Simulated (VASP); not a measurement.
# Co (P6_3/mmc) in VASP: electric field gradients with LDA

Aim: the electric field gradients of Co with LDA.

All numbers are computed with VASP 6.6.1; they aren't measurements. Logs are shortened: lines on timing, memory, paths and dates and some standing lists are left out, and cuts for length are marked.

**1. The cell of the first run**

It takes space group P6_3/mmc (No. 194, hexagonal). The conventional cell has a = 2.429 Å, b = 2.429 Å, c = 3.918 Å, α = 90.00°, β = 90.00°, γ = 120.00°. Co (site symmetry -6m2) has 12 Co at 2.41 to 2.43 Å within 3.2 Å.

**2. Electric field gradients, LDA, collinear spin, ferromagnetic start**

INCAR

```
PREC     = Accurate       # precision mode
ENCUT    = 520            # plane-wave cutoff, eV
EDIFF    = 1E-8           # SCF threshold, eV
ISMEAR   = 0              # smearing method
SIGMA    = 0.05           # smearing width, eV
LREAL    = False          # projectors in reciprocal space
LASPH    = True           # aspherical terms in the spheres
NELM     = 150            # most SCF steps
ALGO     = Normal         # electronic algorithm
ISIF     = 2              # what is computed and relaxed
LWAVE    = False          # write WAVECAR
LCHARG   = False          # write CHGCAR
ISPIN    = 2              # spin polarisation
MAGMOM   = 1.72 1.72      # initial moments
LORBIT   = 11             # projections on sites
LMAXMIX  = 4              # l up to which the mixer works
LEFG     = True         
NBANDS   = 20             # bands
```

KPOINTS

```
Automatic mesh
0
Gamma
  20 20 12
```

POSCAR

```
Co
1.0
    2.4294651523      0.0000000000      0.0000000000
   -1.2147325761      2.1039785395      0.0000000000
    0.0000000000      0.0000000000      3.9179744593
Co
2
Direct
    0.3333333333      0.6666666667      0.2500000000
    0.6666666667      0.3333333333      0.7500000000
```

Potentials or basis: VASP PAW LDA potentials, release 64 (Co).

The run is started by

```
cat potpaw_LDA.64/Co/POTCAR > POTCAR
mpirun -np 1 vasp_std > vasp.out
```

OUTCAR:

```text
PREC = Accurate
   ENCUT = 520
   EDIFF = 1E-8
   ISMEAR = 0
   LREAL = False
   LASPH = True
   NELM = 150
   ISIF = 2
   ISPIN = 2
   LORBIT = 11

 ion  position               nearest neighbor table
   1  0.333  0.667  0.250-   2 2.41   2 2.41   2 2.41   2 2.41   2 2.41   2 2.41
   2  0.667  0.333  0.750-   1 2.41   1 2.41   1 2.41   1 2.41   1 2.41   1 2.41

  LATTYP: Found a hexagonal cell.
 ALAT       =     2.4294651523
 C/A-ratio  =     1.6126901247

  Lattice vectors:

 A1 = (   2.4294651523,   0.0000000000,   0.0000000000)
 A2 = (  -1.2147325761,   2.1039785395,   0.0000000000)
 A3 = (   0.0000000000,   0.0000000000,   3.9179744593)

Analysis of symmetry for initial positions (statically):
=====================================================================
 Subroutine PRICEL returns:
 Original cell was already a primitive cell.

 Routine SETGRP: Setting up the symmetry group for a
 hexagonal supercell.

 Subroutine GETGRP returns: Found 24 space group operations
 (whereof 12 operations were pure point group operations)
 out of a pool of 24 trial point group operations.

The static configuration has the point symmetry D_3d.
 The point group associated with its full space group is D_6h.

Analysis of symmetry for dynamics (positions and initial velocities):
=====================================================================
 Subroutine PRICEL returns:
 Original cell was already a primitive cell.

 Routine SETGRP: Setting up the symmetry group for a
 hexagonal supercell.

 Subroutine GETGRP returns: Found 24 space group operations
 (whereof 12 operations were pure point group operations)
 out of a pool of 24 trial point group operations.

The dynamic configuration has the point symmetry D_3d.
 The point group associated with its full space group is D_6h.

Analysis of structural, dynamic, and magnetic symmetry:
=====================================================================
 Subroutine PRICEL returns:
 Original cell was already a primitive cell.

 Routine SETGRP: Setting up the symmetry group for a
 hexagonal supercell.

 Subroutine GETGRP returns: Found 24 space group operations
 (whereof 12 operations were pure point group operations)
 out of a pool of 24 trial point group operations.
[... 160 lines left out ...]
  band No.  band energies     occupation
      1       1.7188      1.00000
      2       5.6516      1.00000
      3       8.5278      1.00000
      4       8.5418      1.00000
      5       8.5418      1.00000
      6       8.9091      1.00000
[... 541 lines left out ...]
     19      36.7556      0.00000
     20      37.8687      0.00000

 [... further k-points ...]

 spin component 2

 k-point     1 :       0.0000    0.0000    0.0000
  band No.  band energies     occupation
      1       1.9057      1.00000
      2       6.5201      1.00000
      3       9.9073      1.00000
      4       9.9095      1.00000
      5       9.9095      1.00000
      6      10.3222      1.00000
[... 541 lines left out ...]
     19      37.1562      0.00000
     20      38.3232      0.00000

 [... further k-points ...]
[... 5 lines left out ...]
  --------------------------------------------------------------------------------------
  -------------------------------------------------------------------------------------
  Total       -0.1438892     -0.1438892     -0.1793043     -0.0000000     -0.0000000      0.0000000
  in kB      -11.5113242    -11.5113242    -14.3445751     -0.0000000     -0.0000000      0.0000000
  external PRESSURE =     -12.4557412 kB  Pullay stress =       0.0000000 kB

 VOLUME and BASIS-vectors are now :
 -----------------------------------------------------------------------------
  energy-cutoff  :      520.00
  volume of cell :       20.03
      direct lattice vectors                 reciprocal lattice vectors
     2.429465152  0.000000000  0.000000000     0.411613231  0.237645009  0.000000000
    -1.214732576  2.103978539  0.000000000     0.000000000  0.475290019  0.000000000
     0.000000000  0.000000000  3.917974459     0.000000000  0.000000000  0.255233925

 POSITION                                       TOTAL-FORCE (eV/Angst)
 -----------------------------------------------------------------------------------
     -0.00000      1.40265      0.97949         0.000000      0.000000      0.000000
      1.21473      0.70133      2.93848        -0.000000      0.000000      0.000000
 -----------------------------------------------------------------------------------
    total drift:                                0.000000     -0.000000     -0.000000

  FREE ENERGIE OF THE ION-ELECTRON SYSTEM (eV)
  ---------------------------------------------------
  free  energy   TOTEN  =       -16.2524078566 eV

  energy  without entropy=      -16.2505547422  energy(sigma->0) =      -16.25148130

 Electric field gradients (V/A^2)
---------------------------------------------------------------------
 ion       V_xx      V_yy      V_zz      V_xy      V_xz      V_yz
---------------------------------------------------------------------
   1       2.719     2.720    -5.439     0.001     0.000    -0.000
   2       2.719     2.720    -5.439     0.001    -0.000     0.000
---------------------------------------------------------------------

 Electric field gradients after diagonalization (V/A^2)
 (convention: |V_zz| > |V_xx| > |V_yy|)
----------------------------------------------------------------------
 ion       V_xx      V_yy      V_zz     asymmetry (V_yy - V_xx)/ V_zz
----------------------------------------------------------------------
   1       2.721     2.718    -5.439       0.001
   2       2.721     2.718    -5.439       0.001
----------------------------------------------------------------------

           NMR quadrupolar parameters

 Cq : quadrupolar parameter    Cq=e*Q*V_zz/h
 eta: asymmetry parameters     (V_yy - V_xx)/ V_zz
 Q  : nuclear electric quadrupole moment in mb (millibarn)
----------------------------------------------------------------------
 ion       Cq(MHz)       eta       Q (mb)
----------------------------------------------------------------------
   1      -0.013       0.001       1.000
   2      -0.013       0.001       1.000
----------------------------------------------------------------------

 total charge

# of ion       s       p       d       tot
------------------------------------------
    1        0.523   0.589   7.338   8.450
    2        0.523   0.589   7.338   8.450
--------------------------------------------------
tot          1.046   1.177  14.677  16.900

 magnetization (x)

# of ion       s       p       d       tot
------------------------------------------
    1       -0.013  -0.039   1.537   1.485
    2       -0.013  -0.039   1.537   1.485
--------------------------------------------------
tot         -0.027  -0.077   3.074   2.971
```

OSZICAR:

```text
N       E                     dE             d eps       ncg     rms          rms(c)
DAV:   1     0.834968071845E+02    0.83497E+02   -0.78522E+03 26220   0.123E+03
DAV:   2    -0.138104010762E+02   -0.97307E+02   -0.87448E+02 25080   0.221E+02
DAV:   3    -0.185411027075E+02   -0.47307E+01   -0.45150E+01 27924   0.581E+01
DAV:   4    -0.186149889653E+02   -0.73886E-01   -0.73812E-01 29956   0.644E+00
DAV:   5    -0.186172091987E+02   -0.22202E-02   -0.22201E-02 28788   0.107E+00    0.165E+01
DAV:   6    -0.166576019308E+02    0.19596E+01   -0.70148E+00 28188   0.575E+01    0.749E+00
DAV:   7    -0.162960688204E+02    0.36153E+00   -0.11105E+00 29404   0.205E+01    0.402E+00
DAV:   8    -0.162691497114E+02    0.26919E-01   -0.12319E-02 35716   0.944E-01    0.199E+00
DAV:   9    -0.162529558366E+02    0.16194E-01   -0.15880E-03 44188   0.700E-01    0.566E-01
DAV:  10    -0.162524331760E+02    0.52266E-03   -0.37727E-04 33572   0.264E-01    0.127E-01
DAV:  11    -0.162524200725E+02    0.13103E-04   -0.21359E-05 40504   0.642E-02    0.366E-02
DAV:  12    -0.162524094732E+02    0.10599E-04   -0.34315E-06 33460   0.170E-02    0.182E-02
DAV:  13    -0.162524079706E+02    0.15027E-05   -0.15408E-06 38420   0.146E-02    0.778E-03
DAV:  14    -0.162524078665E+02    0.10403E-06   -0.14444E-07 30764   0.484E-03    0.142E-03
DAV:  15    -0.162524078471E+02    0.19456E-07   -0.10407E-08 16492   0.163E-03    0.158E-03
DAV:  16    -0.162524078566E+02   -0.95140E-08   -0.31574E-09 13072   0.901E-04
   1 F= -.16252408E+02 E0= -.16251481E+02  d E =-.185311E-02  mag=     2.9845
```

stdout:

```text
POSCAR found type information on POSCAR Co
 POSCAR found :  1 types and       2 ions
 scaLAPACK will be used
 LDA part: xc-table for (Slater(with rela. corr.)+CA(PZ))
 , standard interpolation
 POSCAR, INCAR and KPOINTS ok, starting setup
 FFT: planning ... GRIDC
 FFT: planning ... GRID_SOFT
 FFT: planning ... GRID
 WAVECAR not read
 entering main loop
ion   1

ion   2
```

Wall time 3.8 min (1 thread of Oxide Virtual Turin-like, shared host); peak memory 0.23 GiB.

What came out:

```
Free energy                                           : -16.2524 eV
Pressure                                              : -1.2 GPa
Net moment                                            : 2.98 μB per cell
Site moments                                          : Co +1.49 μB
Valence electrons inside the program's atomic spheres : Co 8.45
```

Electric field gradients, principal values (V/Å²):
| atom | least | middle | greatest (by size) |
| --- | --- | --- | --- |
| 1 Co | 2.718 | 2.721 | -5.439 |
| 2 Co | 2.718 | 2.721 | -5.439 |

Caveat: without QUAD_EFG the Cq values of the log hold for a quadrupole moment of 1 mb, not for the nuclei.
